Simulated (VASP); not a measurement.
Here is a VASP 6.6.1 calculation.

File INCAR:

```
ALGO = Normal ; EDIFF = 1E-6
ENCUT = 520 ; ISIF = 2
ISMEAR = 0 ; LASPH = T
LCHARG = F ; LREAL = F
LWAVE = F ; NBANDS = 45
NELM = 100 ; PREC = Accurate
SIGMA = 0.02
```

The input KPOINTS:

```
k-points
0
Gamma
  6 6 6
```

File POSCAR:

```
LiNbO3
1.0
    2.5120559421      1.4503361744      4.4169786908
   -2.5120559421      1.4503361744      4.4169786908
    0.0000000000     -2.9006723488      4.4169786908
Li Nb O
2 2 6
Direct
    0.2500000000      0.2500000000      0.2500000000
    0.7500000000      0.7500000000      0.7500000000
    0.0000000000      0.0000000000      0.0000000000
    0.5000000000      0.5000000000      0.5000000000
    0.1156309505      0.3843690495      0.7500000000
    0.7500000000      0.1156309505      0.3843690495
    0.3843690495      0.7500000000      0.1156309505
    0.2500000000      0.8843690495      0.6156309505
    0.8843690495      0.6156309505      0.2500000000
    0.6156309505      0.2500000000      0.8843690495
```

Potentials or basis: VASP PAW LDA potentials, release 64 (Li_sv, Nb_sv, O).

Run with:

```console
$ cat potpaw_LDA.64/Li_sv/POTCAR potpaw_LDA.64/Nb_sv/POTCAR potpaw_LDA.64/O/POTCAR > POTCAR
$ mpirun -np 1 vasp_std > vasp.out
```

Task: Estimate the band gap on the k mesh.

Result: 2.71 eV (least direct gap 2.79 eV).

 A k mesh can miss the band edges.
